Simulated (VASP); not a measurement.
TaN: electric field gradients with LDA

The system is TaN.

```xyz
6
Lattice="5.0813 0.0000 0.0000 -2.5406 4.4005 0.0000 0.0000 0.0000 2.9080" Properties=species:S:1:pos:R:3 pbc="T T T"
Ta    0.0000    0.0000    0.0000
Ta    0.0000    2.9337    1.4540
Ta    2.5406    1.4668    1.4540
N     2.5406    0.0000    0.0000
N     1.2703    2.2003    0.0000
N    -1.2703    2.2003    0.0000
```

This cell differs from its parent crystal: equal xx and yy strain of -2 %.

```json
{
  "Program": "VASP 6.6.1",
  "Task": "electric field gradients",
  "Functional": "LDA",
  "Potentials or basis": "VASP PAW LDA potentials, release 64 (Ta_pv, N)",
  "Cutoff": "520 eV",
  "k mesh": "5 × 5 × 8",
  "Occupations": "fermi-dirac, width 0.03 eV",
  "Spin": "no spin polarisation",
  "Dipole correction": "no",
  "Further INCAR settings": "ALGO = Normal; EDIFF = 1e-08; NBANDS = 33"
}
```

| Property | Result |
| --- | --- |
| Pressure | 9.6 GPa |
| Band gap on the k mesh | zero (bands 24 and 25 overlap by 2.24 eV) |
| Largest electric field gradient by atom | Ta -332.0, -391.8 (each value once); N +35.3 V/Å² |

Stress tensor (GPa, compression positive):
```
11.47  0.00  0.00
 0.00 11.47  0.00
 0.00  0.00  5.77
```

Levels at points of the mesh, in eV from the Fermi level:
| k point | band 20 | band 21 | band 22 | band 23 | band 24 | band 25 | band 26 | band 27 | band 28 | band 29 |
| --- | --- | --- | --- | --- | --- | --- | --- | --- | --- | --- |
| (0.00, 0.00, 0.00) | -2.87 | -2.87 | -2.48 | -1.99 | -1.31 | -1.31 | 0.63 | 0.63 | 1.60 | 2.32 |
| (0.00, 0.00, 0.50) | -3.94 | -3.04 | -3.04 | -1.92 | 0.93 | 0.93 | 1.31 | 2.01 | 2.78 | 2.78 |

Electric field gradients, principal values (V/Å²):
| atom | least | middle | greatest (by size) |
| --- | --- | --- | --- |
| 1 Ta | 165.979 | 165.981 | -331.959 |
| 2 Ta | 195.921 | 195.921 | -391.841 |
| 3 Ta | 195.921 | 195.921 | -391.841 |
| 4 N | -3.505 | -31.761 | 35.265 |
| 5 N | -3.504 | -31.761 | 35.265 |
| 6 N | -3.505 | -31.761 | 35.265 |

It took 95 s on 1 thread of AMD EPYC 7R13, with other jobs on the host, peak memory 0.16 GiB.

Caveat: the cell differs from its parent crystal (equal xx and yy strain of -2 %); the stress differs along the axes, from 6 to 11 GPa; without QUAD_EFG the Cq values of the log hold for a quadrupole moment of 1 mb, not for the nuclei; spin-orbit coupling is left out, which moves the levels of the heavy elements.
